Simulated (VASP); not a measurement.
The system is SiO2.

```
CELL_PARAMETERS angstrom
4.23576 0.00000 0.00000
0.00000 4.23576 0.00000
0.00000 0.00000 2.69050
ATOMIC_POSITIONS crystal
Si 0.00000 0.00000 0.00000
Si 0.50000 0.50000 0.50000
O 0.30698 0.30698 0.00000
O 0.19302 0.80698 0.50000
O 0.69302 0.69302 0.00000
O 0.80698 0.19302 0.50000
```

- Program: VASP 6.6.1
- Task: relaxation of cell and atoms
- Functional: LDA
- Potentials or basis: VASP PAW LDA potentials, release 64 (Si, O)
- Cutoff: 600 eV
- k mesh: 6 × 6 × 8
- Occupations: fermi-dirac, width 0.02 eV
- Spin: no spin polarisation

At the start: pressure -13.4 GPa; volume 8.05 Å³/atom.

Question: Where does the relaxation end?

Answer: Over 10 steps the energy falls by 16.4 meV/atom and the volume is 7.67 Å³/atom (-4.7 %); space group P4_2/mnm (No. 136, to 0.1 Å) before and after.

The path:
```csv
step,energy change (eV),largest force (eV/Å),pressure (GPa),volume (Å³)
1,0.0000,0.0884,-13.43,48.27
2,0.0742,0.8494,21.23,43.71
3,-0.0889,0.2787,-0.36,46.26
4,-0.0889,0.2870,-0.07,46.22
5,-0.0980,0.0414,0.27,45.97
6,-0.0980,0.0402,0.29,45.97
7,-0.0986,0.0004,-0.31,46.03
8,-0.0986,0.0085,-0.17,46.02
9,-0.0986,0.0117,0.17,45.98
10,-0.0986,0.0010,0.00,46.00
```

Final structure:
```xyz
6
Lattice="4.1539 0.0000 0.0000 0.0000 4.1539 0.0000 0.0000 0.0000 2.6659" Properties=species:S:1:pos:R:3 pbc="T T T"
Si    0.0000    0.0000    0.0000
Si    2.0769    2.0769    1.3329
O     1.2686    1.2686    0.0000
O     0.8084    3.3455    1.3329
O     2.8853    2.8853    0.0000
O     3.3455    0.8084    1.3329
```
